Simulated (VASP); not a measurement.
# PbS (P6_3mc) in VASP: a series of runs

PbS is run at these levels: PBE, LDA; tasks: single point.

Everything below comes from runs of VASP 6.6.1. Logs are shortened: lines on timing, memory, paths and dates and some standing lists are left out, and cuts for length are marked.

**1. The cell of the first run**

Symmetry: P6_3mc, No. 186, hexagonal system. Conventional cell: a = 4.086 Å, b = 4.086 Å, c = 7.469 Å, α = 90.00°, β = 90.00°, γ = 120.00°. Within 3.8 Å of Pb (site symmetry 3m) lie 6 S at 2.85 to 3.19 Å and 2 Pb at 3.73 Å. S (site symmetry 3m) has 6 Pb at 2.85 to 3.19 Å within 3.8 Å.

**2. Single point, PBE**

Input file INCAR:

```
PREC = Accurate
ENCUT = 520
EDIFF = 1E-6
ISMEAR = -1
SIGMA = 0.02
LREAL = F
LASPH = T
NELM = 80
ALGO = Normal
ISIF = 2
LWAVE = F
LCHARG = T
GGA = PE
LELF = T
LVHAR = T
NBANDS = 28
```

Input file KPOINTS:

```
regular mesh
0
Gamma
  12 12 4
```

Input file POSCAR:

```
PbS
1.0
    2.0429167601     -3.5384929633      0.0000000000
    2.0429167601      3.5384929633      0.0000000000
    0.0000000000      0.0000000000      7.4692077002
Pb S
2 2
Direct
   -0.0000017297      1.0000017297      0.4829158624
    1.0000017297     -0.0000017297      0.9829158624
    0.6666675253      0.3333324747      0.6962841376
    0.3333324747      0.6666675253      0.1962841376
```

Potentials or basis: VASP PAW PBE potentials, release 64 (Pb_d, S).

Command:

```sh
$ cat potpaw_PBE.64/Pb_d/POTCAR potpaw_PBE.64/S/POTCAR > POTCAR
$ mpirun -np 1 vasp_std > vasp.out
```

OUTCAR:

```text
PREC = Accurate
   ENCUT = 520
   EDIFF = 1E-6
   ISMEAR = -1
   LREAL = F
   LASPH = T
   NELM = 80
   ISIF = 2
   GGA = PE

 ion  position               nearest neighbor table
   1  1.000  0.000  0.483-   3 2.85   3 2.85   3 2.85   4 3.19   4 3.19   4 3.19   2 3.73   2 3.73

   2  0.000  1.000  0.983-   4 2.85   4 2.85   4 2.85   3 3.19   3 3.19   3 3.19   1 3.73   1 3.73

   3  0.667  0.333  0.696-   1 2.85   1 2.85   1 2.85   2 3.19   2 3.19   2 3.19
   4  0.333  0.667  0.196-   2 2.85   2 2.85   2 2.85   1 3.19   1 3.19   1 3.19

  LATTYP: Found a base centered orthorhombic cell.
 ALAT       =     4.0858335202
 B/A-ratio  =     1.7320788749
 C/A-ratio  =     1.8280744096

  Lattice vectors:

 A1 = (   2.0429167601,  -3.5384929633,   0.0000000000)
 A2 = (   2.0429167601,   3.5384929633,   0.0000000000)
 A3 = (   0.0000000000,   0.0000000000,   7.4692077002)

Analysis of symmetry for initial positions (statically):
=====================================================================
 Subroutine PRICEL returns:
 Original cell was already a primitive cell.

 Routine SETGRP: Setting up the symmetry group for a
 base centered orthorhombic supercell.

 Subroutine GETGRP returns: Found  4 space group operations
 (whereof  2 operations were pure point group operations)
 out of a pool of  8 trial point group operations.

The static configuration has the point symmetry C_1h.
 The point group associated with its full space group is C_2v.

Analysis of symmetry for dynamics (positions and initial velocities):
=====================================================================
 Subroutine PRICEL returns:
 Original cell was already a primitive cell.

 Routine SETGRP: Setting up the symmetry group for a
 base centered orthorhombic supercell.

 Subroutine GETGRP returns: Found  4 space group operations
 (whereof  2 operations were pure point group operations)
 out of a pool of  8 trial point group operations.

The dynamic configuration has the point symmetry C_1h.
 The point group associated with its full space group is C_2v.

 Subroutine INISYM returns: Found  4 space group operations
 (whereof  2 operations are pure point group operations),
 and found     1 'primitive' translations

----------------------------------------------------------------------------------------

                                     Primitive cell

  volume of cell :     107.9875

  direct lattice vectors                    reciprocal lattice vectors
     2.042916760 -3.538492963  0.000000000     0.244748102 -0.141303093  0.000000000
     2.042916760  3.538492963  0.000000000     0.244748102  0.141303093  0.000000000
     0.000000000  0.000000000  7.469207700     0.000000000  0.000000000  0.133883009

  length of vectors
     4.085883177  4.085883177  7.469207700     0.282609621  0.282609621  0.133883009

  position of ions in fractional coordinates (direct lattice)
     0.999998270  0.000001730  0.482915862
     0.000001730  0.999998270  0.982915862
     0.666667525  0.333332475  0.696284138
     0.333332475  0.666667525  0.196284138

  ion indices of the primitive-cell ions
   primitive index   ion index
                 1           1
                 2           2
                 3           3
                 4           4

----------------------------------------------------------------------------------------

 KPOINTS: regular mesh

Automatic generation of k-mesh.
 Grid dimensions read from file:
 generate k-points for:   12   12    4

 Generating k-lattice:

  Cartesian coordinates                     Fractional coordinates (reciprocal lattice)
     0.020395675 -0.011775258  0.000000000     0.083333333  0.000000000  0.000000000
     0.020395675  0.011775258  0.000000000     0.000000000  0.083333333  0.000000000
     0.000000000  0.000000000  0.033470752     0.000000000  0.000000000  0.250000000

  Length of vectors
     0.023550802  0.023550802  0.033470752

  Shift w.r.t. Gamma in fractional coordinates (k-lattice)
     0.000000000  0.000000000  0.000000000

 Subroutine IBZKPT returns following result:
 ===========================================

 Found    129 irreducible k-points:

 Following reciprocal coordinates:
            Coordinates               Weight
  0.000000  0.000000  0.000000      1.000000
  0.083333  0.000000  0.000000      4.000000
  0.166667  0.000000  0.000000      4.000000
  0.250000  0.000000  0.000000      4.000000
  0.333333  0.000000  0.000000      4.000000
  0.416667  0.000000  0.000000      4.000000
[... 16 lines left out ...]
  0.500000  0.166667  0.000000      4.000000
 -0.416667  0.166667  0.000000      4.000000
 [... further k-points ...]
   k-points           NKPTS =    129   k-points in BZ     NKDIM =    129   number of bands    NBANDS=     28
   number of dos      NEDOS =    301   number of ions     NIONS =      4
   total plane-waves  NPLWV =  50400
   dimension x,y,z NGX =    30 NGY =   30 NGZ =   56
   dimension x,y,z NGXF=    60 NGYF=   60 NGZF=  112
   ions per type =               2   2
   NGX,Y,Z   is equivalent  to a cutoff of  12.21, 12.21, 12.46 a.u.
   NGXF,Y,Z  is equivalent  to a cutoff of  24.41, 24.41, 24.93 a.u.
 SYSTEM =  unknown system
   PREC   = accura    normal or accurate (medium, high low for compatibility)
   ISTART =      0    job   : 0-new  1-cont  2-samecut
   ICHARG =      2    charge: 1-file 2-atom 10-const
   ISPIN  =      1    spin polarized calculation?
   LNONCOLLINEAR =      F non collinear calculations
   LSORBIT =      F    spin-orbit coupling
   LASPH  =      T    aspherical Exc in radial PAW
   ENCUT  =  520.0 eV  38.22 Ry    6.18 a.u.   7.60  7.60 13.89*2*pi/ulx,y,z
   NELM   =     80;   NELMIN=  2; NELMDL= -5     # of ELM steps
   EDIFF  = 0.1E-05   stopping-criterion for ELM
   LREAL  =      F    real-space projection
   EDIFFG = 0.1E-04   stopping-criterion for IOM
   NSW    =      0    number of steps for IOM
   IBRION =     -1    ionic relax: 0-MD 1-quasi-New 2-CG
   NFREE  =      0    steps in history (QN), initial steepest desc. (CG)
   ISIF   =      2    stress and relaxation
   ISYM   =      2    0-nonsym 1-usesym 2-fastsym
   POTIM  = 0.5000    time-step for ionic-motion
   TEBEG  =    0.0;   TEEND  =   0.0 temperature during run
   PSTRESS=    0.0 pullay stress
   NELECT =      40.0000    total number of electrons
   NUPDOWN=      -1.0000    fix difference up-down
   EMIN   =  10.00;   EMAX   =-10.00  energy-range for DOS
   EFERMI =   0.00;   METHOD = LEGACY
   ISMEAR =    -1;   SIGMA  =   0.02  broadening in eV -4-tet -1-fermi 0-gaus
   EFERMI_NEDOS =   21; number of points for ismear=-14 and -15
   IALGO  =     38    algorithm
   IMIX   =      4    mixing-type and parameters
     AMIX     =   0.40;   BMIX     =  1.00
     AMIX_MAG =   1.60;   BMIX_MAG =  1.00
  volume/ion in A,a.u.               =      27.00       182.18
  Fermi-wavevector in a.u.,A,eV,Ry     =   1.175719  2.221787 18.807549  1.382316
  Thomas-Fermi vector in A             =   2.312095
   LORBIT       =      0    0 simple, 1 ext, 2 COOP (PROOUT), +10 PAW based schemes
   GGA     = PE    functional components
   LHFCALC =     F    Hartree Fock is set to
   AEXX    =    0.0000 exact exchange contribution
   IVDW    =     0    specifies the selected vdW correction
   LEPSILON=     F    determine dielectric tensor
   LRPA    =     F    only Hartree local field effects (RPA)
 non-spin polarized calculation
  energy-cutoff  :      520.00
  volume of cell :      107.99
 maximum number of plane-waves:      2937
   NGX = 15   NGY = 15   NGZ = 27

 number of electron      40.0000003 magnetization

 Free energy of the ion-electron system (eV)
  ---------------------------------------------------
  ext. energy  EPLUGINS =         0.00000000
  ---------------------------------------------------
  free energy    TOTEN  =       -17.29316815 eV

  energy without entropy =      -17.29316789  energy(sigma->0) =      -17.29316802

 E-fermi :   5.6653     XC(G=0):  -9.4901

 val. band max:        5.4698295733   @ k =   0.3333   0.3333   0.0000
 cond. band min:       5.8617109305   @ k =   0.5000   0.0000   0.0000
 fundamental gap:      0.3918813572
 Fermi energy:         5.6653494795

 k-point     1 :       0.0000    0.0000    0.0000
  band No.  band energies     occupation
      1     -11.4846      2.00000
      2     -11.4342      2.00000
      3     -11.4342      2.00000
      4     -11.4197      2.00000
      5     -11.4197      2.00000
      6     -11.3958      2.00000
[... 20 lines left out ...]
     27      12.3144      0.00000
     28      13.1671      0.00000

 k-point     2 :       0.0833    0.0000    0.0000
  band No.  band energies     occupation
      1     -11.4826      2.00000
      2     -11.4399      2.00000
      3     -11.4305      2.00000
      4     -11.4212      2.00000
      5     -11.4156      2.00000
      6     -11.3998      2.00000
[... 20 lines left out ...]
     27      12.1592      0.00000
     28      12.2822      0.00000

 k-point     3 :       0.1667    0.0000    0.0000
  band No.  band energies     occupation
      1     -11.4780      2.00000
      2     -11.4575      2.00000
      3     -11.4262      2.00000
      4     -11.4217      2.00000
      5     -11.4073      2.00000
      6     -11.4045      2.00000
[... 20 lines left out ...]
     27      11.6041      0.00000
     28      12.3106      0.00000

 k-point     4 :       0.2500    0.0000    0.0000
  band No.  band energies     occupation
      1     -11.4895      2.00000
      2     -11.4674      2.00000
      3     -11.4341      2.00000
      4     -11.4154      2.00000
      5     -11.4126      2.00000
      6     -11.3898      2.00000
[... 578 lines left out ...]
     27      11.4996      0.00000
     28      14.0058      0.00000

 k-point    23 :       0.5000    0.1667    0.0000
  band No.  band energies     occupation
      1     -11.5238      2.00000
      2     -11.4572      2.00000
      3     -11.4504      2.00000
      4     -11.4199      2.00000
      5     -11.4114      2.00000
      6     -11.3769      2.00000
[... 20 lines left out ...]
     27      11.3967      0.00000
     28      13.8919      0.00000

 k-point    24 :      -0.4167    0.1667    0.0000
  band No.  band energies     occupation
      1     -11.5108      2.00000
      2     -11.4614      2.00000
      3     -11.4434      2.00000
      4     -11.4178      2.00000
      5     -11.4133      2.00000
      6     -11.3812      2.00000
[... 20 lines left out ...]
     27      11.1511      0.00000
     28      13.3157      0.00000

 [... further k-points ...]

------------------------ aborting loop because EDIFF is reached ----------------------------------------

  FORCE on cell =-STRESS in cart. coord.  units (eV):
  Direction    XX          YY          ZZ          XY          YZ          ZX
  --------------------------------------------------------------------------------------
  -------------------------------------------------------------------------------------
  Total        1.2898257      1.2894249      1.2124771      0.0000000      0.0000000      0.0000000
  in kB       19.1367451     19.1307982     17.9891470      0.0000000      0.0000000      0.0000000
  external PRESSURE =      18.7522301 kB  Pullay stress =       0.0000000 kB

 VOLUME and BASIS-vectors are now :
 -----------------------------------------------------------------------------
  energy-cutoff  :      520.00
  volume of cell :      107.99
      direct lattice vectors                 reciprocal lattice vectors
     2.042916760 -3.538492963  0.000000000     0.244748102 -0.141303093  0.000000000
     2.042916760  3.538492963  0.000000000     0.244748102  0.141303093  0.000000000
     0.000000000  0.000000000  7.469207700     0.000000000  0.000000000  0.133883009

 POSITION                                       TOTAL-FORCE (eV/Angst)
 -----------------------------------------------------------------------------------
      2.04292     -3.53848      3.60700         0.000000     -0.000009     -0.061247
      2.04292      3.53848      7.34160         0.000000      0.000009     -0.061247
      2.04292     -1.17950      5.20069         0.000000     -0.000020      0.061247
      2.04292      1.17950      1.46609         0.000000      0.000020      0.061247
 -----------------------------------------------------------------------------------
    total drift:                               -0.000000     -0.000000     -0.004220

  FREE ENERGIE OF THE ION-ELECTRON SYSTEM (eV)
  ---------------------------------------------------
  free  energy   TOTEN  =       -17.2931681453 eV

  energy  without entropy=      -17.2931678900  energy(sigma->0) =      -17.29316802
```

It took 4 min on 1 thread of AMD EPYC 9R14 (Zen 4), shared host; peak memory 0.41 GiB.

What came out:

| Property | Result |
| --- | --- |
| Free energy | -17.2932 eV |
| Pressure | 1.9 GPa |
| Largest force | 0.061 eV/Å |
| Band gap on the k mesh | 0.39 eV (least direct gap 0.95 eV) |

Forces on the atoms (eV/Å):
```
Pb   0.000  0.000 -0.061
Pb   0.000  0.000 -0.061
S    0.000  0.000  0.061
S    0.000  0.000  0.061
```

Caveat: spin-orbit coupling is left out, which moves the levels of the heavy elements. A k mesh can miss the band edges.

**3. Single point, LDA**

Input file INCAR:

```
PREC = Accurate
ENCUT = 520
EDIFF = 1E-6
ISMEAR = 0
SIGMA = 0.01
LREAL = F
LASPH = T
NELM = 60
ALGO = Normal
ISIF = 2
LWAVE = F
LCHARG = F
GGA = CA
NBANDS = 28
```

Input file KPOINTS:

```
Automatic mesh
0
Gamma
  12 12 4
```

POSCAR is that of step 2.

Potentials or basis: VASP PAW LDA potentials, release 64 (Pb_d, S).

Command:

```sh
$ cat potpaw_LDA.64/Pb_d/POTCAR potpaw_LDA.64/S/POTCAR > POTCAR
$ mpirun -np 1 vasp_std > vasp.out
```

Wall time 3.5 min (1 thread of AMD EPYC 9R14 (Zen 4), shared host); peak memory 0.38 GiB.

The run converged. Its results:

* Free energy: -19.6767 eV
* Pressure: -2.5 GPa
* Largest force: 0.045 eV/Å
* Band gap on the k mesh: 0.22 eV (least direct gap 0.91 eV)

Forces in eV/Å, atoms in the order of the input:
```
Pb   0.000  0.000  0.045
Pb   0.000  0.000  0.045
S    0.000  0.000 -0.045
S    0.000  0.000 -0.045
```

Stress tensor (GPa, compression positive):
```
-2.40  0.00  0.00
 0.00 -2.40  0.00
 0.00  0.00 -2.82
```

Levels at points of the mesh, in eV from the valence-band top:
```
           k point  band 16  band 17  band 18  band 19  band 20  band 21  band 22  band 23  band 24  band 25
(0.00, 0.00, 0.00)    -1.94    -1.94    -1.55    -1.55    -0.16     0.81     3.31     3.31     3.69     3.69
(0.50, 0.00, 0.00)    -4.25    -3.08    -1.85    -1.59    -0.94     0.22     2.16     2.56     3.77     4.20
(0.50, 0.50, 0.00)    -4.25    -3.08    -1.85    -1.58    -0.94     0.22     2.16     2.56     3.77     4.20
(0.00, 0.00, 0.50)    -1.74    -1.74    -1.74    -1.47    -1.47     2.51     2.51     3.39     3.39     3.39
(0.50, 0.00, 0.50)    -3.42    -2.59    -2.59    -2.57    -2.57     2.29     2.29     3.07     3.07     3.64
(0.50, 0.50, 0.50)    -3.42    -2.59    -2.59    -2.57    -2.57     2.29     2.29     3.07     3.07     3.64
```

Caveat: spin-orbit coupling is left out, which moves the levels of the heavy elements.
